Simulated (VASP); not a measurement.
A run of VASP 6.6.1 is set up as follows.

INCAR

```
ALGO = Normal ; EDIFF = 1E-7
ENCUT = 520 ; GGA = PE
ISIF = 2 ; ISMEAR = -1
LASPH = True ; LCHARG = False
LREAL = False ; LWAVE = False
NBANDS = 16 ; NELM = 100
PREC = Accurate ; SIGMA = 0.05
```

File KPOINTS:

```
k-points
0
Gamma
  8 8 8
```

The input POSCAR:

```
NbTe
1.0
    3.4483874161      0.0000000000      0.0000000000
    0.0000000000      3.4483874161      0.0000000000
    0.0000000000      0.0000000000      3.4483874161
Nb Te
1 1
Direct
    0.5000000000      0.5000000000      0.5000000000
    0.0000000000      0.0000000000      0.0000000000
```

Potentials or basis: VASP PAW PBE potentials, release 64 (Nb_sv, Te).

Command:

```console
$ cat potpaw_PBE.64/Nb_sv/POTCAR potpaw_PBE.64/Te/POTCAR > POTCAR
$ mpirun -np 1 vasp_std > vasp.out
```

Q: What does it give for the pressure?

A: -2.7 GPa.
